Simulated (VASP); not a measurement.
Ca:

```
Ca
1.0
     3.63000    0.00000    0.00000
     0.00000    3.63000    0.00000
     0.00000    0.00000    3.63000
Ca
1
Direct
  0.00000 0.00000 0.00000
```

This isn't the form of Ca at room conditions, which is fcc.

```yaml
Program: VASP 6.6.1
Task: relaxation of cell and atoms
Functional: pbe exchange, lda correlation
Potentials_or_basis: VASP PAW PBE potentials, release 64 (Ca_sv)
Cutoff: 500 eV
k_mesh: 5 × 5 × 5
Occupations: fermi-dirac, width 0.1 eV
Spin: no spin polarisation
```

At the start: pressure -0.3 GPa; volume 47.83 Å³/atom.

Problem. How do energy, volume and symmetry change on relaxing?

Solution. Over 3 steps the energy falls by 2.3 meV/atom and the volume is 45.86 Å³/atom (-4.1 %); space group Pm-3m (No. 221, to 0.1 Å) before and after.

Step by step:
```tsv
step	energy change (eV)	largest force (eV/Å)	pressure (GPa)	volume (Å³)
1	0.0000	0.0000	-0.35	47.83
2	-0.0013	0.0000	-0.24	47.11
3	-0.0023	0.0000	-0.02	45.86
```

Final structure:
```
Ca
1.0
     3.57952    0.00000    0.00000
     0.00000    3.57952    0.00000
     0.00000    0.00000    3.57952
Ca
1
Direct
  0.00000 0.00000 0.00000
```

Caveat: the PAW data sets were made with another functional, which shifts forces and pressure a little.
